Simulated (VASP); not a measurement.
# GaN (P6_3mc) in VASP: further runs

The runs below take GaN through single point, with PBE, r2SCAN.

All numbers are computed with VASP 6.6.1; they aren't measurements. Logs are shortened: lines on timing, memory, paths and dates and some standing lists are left out, and cuts for length are marked.

### Step 1. The cell of the first run

It takes space group P6_3mc (No. 186, hexagonal). The conventional cell has a = 3.310 Å, b = 3.310 Å, c = 5.391 Å, α = 90.00°, β = 90.00°, γ = 120.00°. Ga (site symmetry 3m) has 4 N at 2.02 to 2.03 Å within 2.7 Å. N (site symmetry 3m) has 4 Ga at 2.02 to 2.03 Å within 2.7 Å.

### Step 2. Single point, PBE (strain +4.0%)

Input file INCAR:

```
SYSTEM = GaN
PREC = Accurate
ENCUT = 520
EDIFF = 1E-6
ISMEAR = -1
SIGMA = 0.02
LREAL = .FALSE.
LASPH = .TRUE.
NELM = 100
ALGO = Normal
ISIF = 2
LWAVE = .FALSE.
LCHARG = .FALSE.
GGA = PE
NBANDS = 26
```

Input file KPOINTS:

```
regular mesh
0
G
  12 12 6
  0 0 0
```

Input file POSCAR:

```
GaN
1.0
    3.3104753512      0.0000000000      0.0000000000
   -1.6552376756      2.8669557527      0.0000000000
    0.0000000000      0.0000000000      5.3909702384
Ga N
2 2
Direct
    0.3333333333      0.6666666667     -0.0010603215
    0.6666666667      0.3333333333      0.4989396785
    0.3333333333      0.6666666667      0.3760603215
    0.6666666667      0.3333333333      0.8760603215
```

Potentials or basis: VASP PAW PBE potentials, release 64 (Ga_d, N).

Started as:

```sh
$ cat potpaw_PBE.64/Ga_d/POTCAR potpaw_PBE.64/N/POTCAR > POTCAR
$ mpirun -np 1 vasp_std > vasp.out
```

OUTCAR:

```text
SYSTEM = GaN
   PREC = Accurate
   ENCUT = 520
   EDIFF = 1E-6
   ISMEAR = -1
   LREAL = .FALSE.
   LASPH = .TRUE.
   NELM = 100
   ISIF = 2
   GGA = PE

 ion  position               nearest neighbor table
   1  0.333  0.667  0.999-   4 2.02   4 2.02   4 2.02   3 2.03
   2  0.667  0.333  0.499-   3 2.02   3 2.02   3 2.02   4 2.03
   3  0.333  0.667  0.376-   2 2.02   2 2.02   2 2.02   1 2.03
   4  0.667  0.333  0.876-   1 2.02   1 2.02   1 2.02   2 2.03

  LATTYP: Found a hexagonal cell.
 ALAT       =     3.3104753512
 C/A-ratio  =     1.6284580510

  Lattice vectors:

 A1 = (   3.3104753512,   0.0000000000,   0.0000000000)
 A2 = (  -1.6552376756,   2.8669557527,   0.0000000000)
 A3 = (   0.0000000000,   0.0000000000,   5.3909702384)

Analysis of symmetry for initial positions (statically):
=====================================================================
 Subroutine PRICEL returns:
 Original cell was already a primitive cell.

 Routine SETGRP: Setting up the symmetry group for a
 hexagonal supercell.

 Subroutine GETGRP returns: Found 12 space group operations
 (whereof  6 operations were pure point group operations)
 out of a pool of 24 trial point group operations.

The static configuration has the point symmetry C_3v.
 The point group associated with its full space group is C_6v.

Analysis of symmetry for dynamics (positions and initial velocities):
=====================================================================
 Subroutine PRICEL returns:
 Original cell was already a primitive cell.

 Routine SETGRP: Setting up the symmetry group for a
 hexagonal supercell.

 Subroutine GETGRP returns: Found 12 space group operations
 (whereof  6 operations were pure point group operations)
 out of a pool of 24 trial point group operations.

The dynamic configuration has the point symmetry C_3v.
 The point group associated with its full space group is C_6v.

 Subroutine INISYM returns: Found 12 space group operations
 (whereof  6 operations are pure point group operations),
 and found     1 'primitive' translations

----------------------------------------------------------------------------------------

                                     Primitive cell

  volume of cell :      51.1656

  direct lattice vectors                    reciprocal lattice vectors
     3.310475351  0.000000000  0.000000000     0.302071423  0.174401017  0.000000000
    -1.655237676  2.866955753  0.000000000     0.000000000  0.348802035  0.000000000
     0.000000000  0.000000000  5.390970238     0.000000000  0.000000000  0.185495366

  length of vectors
     3.310475351  3.310475351  5.390970238     0.348802035  0.348802035  0.185495366

  position of ions in fractional coordinates (direct lattice)
     0.333333333  0.666666667  0.998939679
     0.666666667  0.333333333  0.498939679
     0.333333333  0.666666667  0.376060321
     0.666666667  0.333333333  0.876060321

  ion indices of the primitive-cell ions
   primitive index   ion index
                 1           1
                 2           2
                 3           3
                 4           4

----------------------------------------------------------------------------------------

 KPOINTS: regular mesh

Automatic generation of k-mesh.
 Grid dimensions read from file:
 generate k-points for:   12   12    6

 Generating k-lattice:

  Cartesian coordinates                     Fractional coordinates (reciprocal lattice)
     0.025172619  0.014533418  0.000000000     0.083333333 -0.000000000  0.000000000
     0.000000000  0.029066836  0.000000000     0.000000000  0.083333333  0.000000000
     0.000000000  0.000000000  0.030915894     0.000000000  0.000000000  0.166666667

  Length of vectors
     0.029066836  0.029066836  0.030915894

  Shift w.r.t. Gamma in fractional coordinates (k-lattice)
     0.000000000  0.000000000  0.000000000

 Subroutine IBZKPT returns following result:
 ===========================================

 Found     76 irreducible k-points:

 Following reciprocal coordinates:
            Coordinates               Weight
  0.000000  0.000000  0.000000      1.000000
  0.083333 -0.000000  0.000000      6.000000
  0.166667 -0.000000  0.000000      6.000000
  0.250000 -0.000000  0.000000      6.000000
  0.333333 -0.000000  0.000000      6.000000
  0.416667  0.000000  0.000000      6.000000
[... 16 lines left out ...]
  0.250000 -0.000000  0.166667     12.000000
  0.333333 -0.000000  0.166667     12.000000
 [... further k-points ...]
   k-points           NKPTS =     76   k-points in BZ     NKDIM =     76   number of bands    NBANDS=     26
   number of dos      NEDOS =    301   number of ions     NIONS =      4
   total plane-waves  NPLWV =  31360
   dimension x,y,z NGX =    28 NGY =   28 NGZ =   40
   dimension x,y,z NGXF=    56 NGYF=   56 NGZF=   80
   ions per type =               2   2
   NGX,Y,Z   is equivalent  to a cutoff of  14.06, 14.06, 12.34 a.u.
   NGXF,Y,Z  is equivalent  to a cutoff of  28.12, 28.12, 24.67 a.u.
 SYSTEM =  GaN
   PREC   = accura    normal or accurate (medium, high low for compatibility)
   ISTART =      0    job   : 0-new  1-cont  2-samecut
   ICHARG =      2    charge: 1-file 2-atom 10-const
   ISPIN  =      1    spin polarized calculation?
   LNONCOLLINEAR =      F non collinear calculations
   LSORBIT =      F    spin-orbit coupling
   LASPH  =      T    aspherical Exc in radial PAW
   ENCUT  =  520.0 eV  38.22 Ry    6.18 a.u.   6.16  6.16 10.02*2*pi/ulx,y,z
   NELM   =    100;   NELMIN=  2; NELMDL= -5     # of ELM steps
   EDIFF  = 0.1E-05   stopping-criterion for ELM
   LREAL  =      F    real-space projection
   EDIFFG = 0.1E-04   stopping-criterion for IOM
   NSW    =      0    number of steps for IOM
   IBRION =     -1    ionic relax: 0-MD 1-quasi-New 2-CG
   NFREE  =      0    steps in history (QN), initial steepest desc. (CG)
   ISIF   =      2    stress and relaxation
   ISYM   =      2    0-nonsym 1-usesym 2-fastsym
   POTIM  = 0.5000    time-step for ionic-motion
   TEBEG  =    0.0;   TEEND  =   0.0 temperature during run
   PSTRESS=    0.0 pullay stress
   NELECT =      36.0000    total number of electrons
   NUPDOWN=      -1.0000    fix difference up-down
   EMIN   =  10.00;   EMAX   =-10.00  energy-range for DOS
   EFERMI =   0.00;   METHOD = LEGACY
   ISMEAR =    -1;   SIGMA  =   0.02  broadening in eV -4-tet -1-fermi 0-gaus
   EFERMI_NEDOS =   21; number of points for ismear=-14 and -15
   IALGO  =     38    algorithm
   IMIX   =      4    mixing-type and parameters
     AMIX     =   0.40;   BMIX     =  1.00
     AMIX_MAG =   1.60;   BMIX_MAG =  1.00
  volume/ion in A,a.u.               =      12.79        86.32
  Fermi-wavevector in a.u.,A,eV,Ry     =   1.456072  2.751577 28.846340  2.120146
  Thomas-Fermi vector in A             =   2.573033
   LORBIT       =      0    0 simple, 1 ext, 2 COOP (PROOUT), +10 PAW based schemes
   GGA     = PE    functional components
   LHFCALC =     F    Hartree Fock is set to
   AEXX    =    0.0000 exact exchange contribution
   IVDW    =     0    specifies the selected vdW correction
   LEPSILON=     F    determine dielectric tensor
   LRPA    =     F    only Hartree local field effects (RPA)
 non-spin polarized calculation
  energy-cutoff  :      520.00
  volume of cell :       51.17
 maximum number of plane-waves:      1400
 NGX is ok and might be reduce to    28
   NGX = 13   NGY = 13   NGZ = 21

 number of electron      36.0000006 magnetization

 Free energy of the ion-electron system (eV)
  ---------------------------------------------------
  ext. energy  EPLUGINS =         0.00000000
  ---------------------------------------------------
  free energy    TOTEN  =       -24.16632493 eV

  energy without entropy =      -24.16632493  energy(sigma->0) =      -24.16632493

 E-fermi :   4.5905     XC(G=0): -11.0761

 val. band max:        4.1593876056   @ k =   0.0000   0.0000   0.0000
 cond. band min:       5.3181492079   @ k =   0.0000   0.0000   0.0000
 fundamental gap:      1.1587616023
 Fermi energy:         4.5904929607

 k-point     1 :       0.0000    0.0000    0.0000
  band No.  band energies     occupation
      1     -10.9143      2.00000
      2     -10.3816      2.00000
      3      -9.2407      2.00000
      4      -9.2291      2.00000
      5      -9.2291      2.00000
      6      -9.1868      2.00000
[... 18 lines left out ...]
     25      15.0228      0.00000
     26      15.0228      0.00000

 k-point     2 :       0.0833   -0.0000    0.0000
  band No.  band energies     occupation
      1     -10.8631      2.00000
      2     -10.3717      2.00000
      3      -9.2359      2.00000
      4      -9.2219      2.00000
      5      -9.2009      2.00000
      6      -9.1806      2.00000
[... 18 lines left out ...]
     25      14.6937      0.00000
     26      15.1574      0.00000

 k-point     3 :       0.1667   -0.0000    0.0000
  band No.  band energies     occupation
      1     -10.7309      2.00000
      2     -10.3485      2.00000
      3      -9.2185      2.00000
      4      -9.2045      2.00000
      5      -9.1653      2.00000
      6      -9.1507      2.00000
[... 18 lines left out ...]
     25      14.6956      0.00000
     26      15.4847      0.00000

 k-point     4 :       0.2500   -0.0000    0.0000
  band No.  band energies     occupation
      1     -10.5754      2.00000
      2     -10.3248      2.00000
      3      -9.2004      2.00000
      4      -9.1875      2.00000
      5      -9.1364      2.00000
      6      -9.1151      2.00000
[... 18 lines left out ...]
     25      14.8929      0.00000
     26      15.9168      0.00000

 k-point     5 :       0.3333   -0.0000    0.0000
  band No.  band energies     occupation
      1     -10.4581      2.00000
      2     -10.3089      2.00000
      3      -9.1896      2.00000
      4      -9.1791      2.00000
      5      -9.1161      2.00000
      6      -9.0811      2.00000
[... 18 lines left out ...]
     25      15.1288      0.00000
     26      16.3838      0.00000

 k-point     6 :       0.4167    0.0000    0.0000
  band No.  band energies     occupation
      1     -10.3980      2.00000
      2     -10.3008      2.00000
      3      -9.1880      2.00000
      4      -9.1776      2.00000
      5      -9.1103      2.00000
      6      -9.0738      2.00000
[... 427 lines left out ...]
 k-point    21 :       0.0833   -0.0000    0.1667
  band No.  band energies     occupation
      1     -10.8052      2.00000
      2     -10.3802      2.00000
      3      -9.2283      2.00000
      4      -9.2206      2.00000
      5      -9.1872      2.00000
      6      -9.1817      2.00000
[... 18 lines left out ...]
     25      14.5681      0.00000
     26      14.9575      0.00000

 k-point    22 :       0.1667   -0.0000    0.1667
  band No.  band energies     occupation
      1     -10.6820      2.00000
      2     -10.3533      2.00000
      3      -9.2154      2.00000
      4      -9.2022      2.00000
      5      -9.1701      2.00000
      6      -9.1554      2.00000
[... 18 lines left out ...]
     25      14.3449      0.00000
     26      15.3103      0.00000

 k-point    23 :       0.2500   -0.0000    0.1667
  band No.  band energies     occupation
      1     -10.5398      2.00000
      2     -10.3259      2.00000
      3      -9.2001      2.00000
      4      -9.1829      2.00000
      5      -9.1455      2.00000
      6      -9.1201      2.00000
[... 18 lines left out ...]
     25      14.5111      0.00000
     26      15.7724      0.00000

 k-point    24 :       0.3333   -0.0000    0.1667
  band No.  band energies     occupation
      1     -10.4345      2.00000
      2     -10.3073      2.00000
      3      -9.1921      2.00000
      4      -9.1721      2.00000
      5      -9.1262      2.00000
      6      -9.0866      2.00000
[... 18 lines left out ...]
     25      14.7970      0.00000
     26      16.2865      0.00000

 [... further k-points ...]

------------------------ aborting loop because EDIFF is reached ----------------------------------------

  FORCE on cell =-STRESS in cart. coord.  units (eV):
  Direction    XX          YY          ZZ          XY          YZ          ZX
  --------------------------------------------------------------------------------------
  -------------------------------------------------------------------------------------
  Total       -3.7601265     -3.7601265     -3.7112522      0.0000000      0.0000000      0.0000000
  in kB     -117.7429058   -117.7429058   -116.2124805      0.0000000      0.0000000      0.0000000
  external PRESSURE =    -117.2327640 kB  Pullay stress =       0.0000000 kB

 VOLUME and BASIS-vectors are now :
 -----------------------------------------------------------------------------
  energy-cutoff  :      520.00
  volume of cell :       51.17
      direct lattice vectors                 reciprocal lattice vectors
     3.310475351  0.000000000  0.000000000     0.302071423  0.174401017  0.000000000
    -1.655237676  2.866955753  0.000000000     0.000000000  0.348802035  0.000000000
     0.000000000  0.000000000  5.390970238     0.000000000  0.000000000  0.185495366

 POSITION                                       TOTAL-FORCE (eV/Angst)
 -----------------------------------------------------------------------------------
     -0.00000      1.91130      5.38525        -0.000000      0.000000      0.003734
      1.65524      0.95565      2.68977         0.000000     -0.000000      0.003734
     -0.00000      1.91130      2.02733         0.000000     -0.000000     -0.003734
      1.65524      0.95565      4.72282        -0.000000     -0.000000     -0.003734
 -----------------------------------------------------------------------------------
    total drift:                               -0.000000     -0.000000      0.001323

  FREE ENERGIE OF THE ION-ELECTRON SYSTEM (eV)
  ---------------------------------------------------
  free  energy   TOTEN  =       -24.1663249341 eV

  energy  without entropy=      -24.1663249341  energy(sigma->0) =      -24.16632493
```

Run time: 2.6 min. Hardware: 1 thread of Intel Xeon 8259CL, shared host; peak memory 0.23 GiB.

What came out:

- Free energy: -24.1663 eV
- Pressure: -11.7 GPa
- Largest force: 0.004 eV/Å
- Band gap on the k mesh: 1.16 eV

Forces in eV/Å, atoms in the order of the input:
```
Ga   0.000  0.000  0.004
Ga   0.000  0.000  0.004
N    0.000  0.000 -0.004
N    0.000  0.000 -0.004
```

Stress tensor (GPa, compression positive):
```
-11.77   0.00   0.00
  0.00 -11.77   0.00
  0.00   0.00 -11.62
```

Caveat: the cell differs from its parent crystal (strain +4.0%); the cell stands under tension.

### Step 3. Single point, r2SCAN (strain -3.0%)

Input file POSCAR:

```
GaN
1.0
    3.0876548948      0.0000000000      0.0000000000
   -1.5438274474      2.6739875771      0.0000000000
    0.0000000000      0.0000000000      5.0281164724
Ga N
2 2
Direct
    0.3333333333      0.6666666667     -0.0007689437
    0.6666666667      0.3333333333      0.4992310563
    0.3333333333      0.6666666667      0.3757689437
    0.6666666667      0.3333333333      0.8757689437
```

Input file INCAR.step1:

```
SYSTEM = GaN
  PREC = Accurate
  ENCUT = 520
  ISMEAR = 0
  SIGMA = 0.01
  LREAL = .FALSE.
  LASPH = .TRUE.
  NELM = 80
  NBANDS = 26
  GGA = PE
  ALGO = Normal
  EDIFF = 1E-4
  LWAVE = .TRUE.
  LCHARG = .FALSE.
```

Input file INCAR.step2:

```
SYSTEM = GaN
  PREC = Accurate
  ENCUT = 520
  EDIFF = 1E-6
  ISMEAR = 0
  SIGMA = 0.01
  LREAL = .FALSE.
  LASPH = .TRUE.
  NELM = 80
  ALGO = Normal
  ISIF = 2
  LWAVE = .FALSE.
  LCHARG = .FALSE.
  METAGGA = R2SCAN
  LMIXTAU = .TRUE.
  NBANDS = 26
  ISTART = 1
```

KPOINTS is that of step 2.

Potentials or basis: VASP PAW PBE potentials, release 64 (Ga_d, N).

Started as:

```sh
$ cat potpaw_PBE.64/Ga_d/POTCAR potpaw_PBE.64/N/POTCAR > POTCAR
$ cp INCAR.step1 INCAR
$ mpirun -np 1 vasp_std > vasp.out
$ cp INCAR.step2 INCAR
$ mpirun -np 1 vasp_std > vasp.out
```

It took 5.3 min on 1 thread of Intel Xeon 8259CL, shared host; peak memory 0.21 GiB.

It converged, with:

| Property | Result |
| --- | --- |
| Free energy | -43.5358 eV |
| Pressure | 23.3 GPa |
| Band gap on the k mesh | 2.98 eV |

Forces on the atoms (eV/Å):
```
Ga   0.000  0.000  0.003
Ga   0.000  0.000  0.003
N    0.000  0.000 -0.003
N    0.000  0.000 -0.003
```

Stress tensor (GPa, compression positive):
```
23.27  0.00  0.00
 0.00 23.27  0.00
 0.00  0.00 23.36
```

Levels at points of the mesh, in eV from the valence-band top:
| k point | band 14 | band 15 | band 16 | band 17 | band 18 | band 19 | band 20 | band 21 | band 22 | band 23 |
| --- | --- | --- | --- | --- | --- | --- | --- | --- | --- | --- |
| (0.00, 0.00, 0.00) | -1.19 | -1.19 | -0.05 | 0.00 | 0.00 | 2.98 | 5.45 | 10.52 | 11.14 | 11.14 |
| (0.50, 0.00, 0.00) | -5.75 | -4.74 | -3.19 | -2.53 | -1.16 | 5.85 | 6.53 | 6.96 | 10.17 | 11.54 |
| (0.00, 0.00, 0.50) | -4.12 | -0.61 | -0.61 | -0.61 | -0.61 | 5.39 | 5.39 | 9.70 | 9.70 | 11.66 |
| (0.50, 0.00, 0.50) | -7.25 | -2.25 | -2.25 | -2.16 | -2.16 | 5.19 | 5.19 | 9.01 | 9.01 | 11.40 |

Caveat: the cell differs from its parent crystal (strain -3.0%); the cell stands under pressure; the PAW data sets were made with another functional, which shifts forces and pressure a little.

### Step 4. Single point, r2SCAN (strain -2.0%)

Input file POSCAR:

```
GaN
1.0
    3.1194863886      0.0000000000      0.0000000000
   -1.5597431943      2.7015544593      0.0000000000
    0.0000000000      0.0000000000      5.0799527247
Ga N
2 2
Direct
    0.3333333333      0.6666666667     -0.0008071153
    0.6666666667      0.3333333333      0.4991928847
    0.3333333333      0.6666666667      0.3758071153
    0.6666666667      0.3333333333      0.8758071153
```

Input file INCAR.step1:

```
SYSTEM = GaN
ALGO = Normal ; EDIFF = 1E-4
ENCUT = 520 ; GGA = PE
ISMEAR = 0 ; LASPH = .True.
LCHARG = .False. ; LREAL = .False.
LWAVE = .True. ; NBANDS = 26
NELM = 60 ; PREC = Accurate
SIGMA = 0.01
```

Input file INCAR.step2:

```
SYSTEM = GaN
ALGO = Normal ; EDIFF = 1E-6
ENCUT = 520 ; ISIF = 2
ISMEAR = 0 ; ISTART = 1
LASPH = .True. ; LCHARG = .False.
LMIXTAU = .True. ; LREAL = .False.
LWAVE = .False. ; METAGGA = R2SCAN
NBANDS = 26 ; NELM = 60
PREC = Accurate ; SIGMA = 0.01
```

Input file KPOINTS:

```
k-points
0
Gamma
  12 12 6
  0 0 0
```

Started as:

```sh
$ cat potpaw_PBE.64/Ga_d/POTCAR potpaw_PBE.64/N/POTCAR > POTCAR
$ cp INCAR.step1 INCAR
$ mpirun -np 1 vasp_std > vasp.out
$ cp INCAR.step2 INCAR
$ mpirun -np 1 vasp_std > vasp.out
```

Wall time 5.5 min (1 thread of Intel Xeon 8259CL, shared host); peak memory 0.21 GiB.

Results (log left out):

```yaml
Free_energy: -43.6911 eV
Pressure: 14.9 GPa
Largest_force: 0.003 eV/Å
Band_gap_on_the_k_mesh: 2.76 eV
```

Forces on the atoms (eV/Å):
```
Ga   0.000  0.000  0.003
Ga   0.000  0.000  0.003
N    0.000  0.000 -0.003
N    0.000  0.000 -0.003
```

Stress tensor (GPa, compression positive):
```
14.92  0.00  0.00
 0.00 14.92  0.00
 0.00  0.00 14.82
```

Levels at points of the mesh, in eV from the valence-band top:
| k point | band 14 | band 15 | band 16 | band 17 | band 18 | band 19 | band 20 | band 21 | band 22 | band 23 |
| --- | --- | --- | --- | --- | --- | --- | --- | --- | --- | --- |
| (0.00, 0.00, 0.00) | -1.15 | -1.15 | -0.05 | 0.00 | 0.00 | 2.76 | 5.23 | 10.33 | 10.96 | 10.96 |
| (0.50, 0.00, 0.00) | -5.63 | -4.59 | -3.06 | -2.43 | -1.11 | 5.76 | 6.43 | 6.79 | 9.89 | 11.38 |
| (0.00, 0.00, 0.50) | -4.05 | -0.59 | -0.59 | -0.59 | -0.59 | 5.18 | 5.18 | 9.52 | 9.52 | 11.47 |
| (0.50, 0.00, 0.50) | -7.07 | -2.17 | -2.17 | -2.09 | -2.09 | 5.09 | 5.09 | 8.81 | 8.81 | 11.18 |

Caveat: the cell differs from its parent crystal (strain -2.0%); the cell stands under pressure; the PAW data sets were made with another functional, which shifts forces and pressure a little.

(Continued in part 2 of 2.)
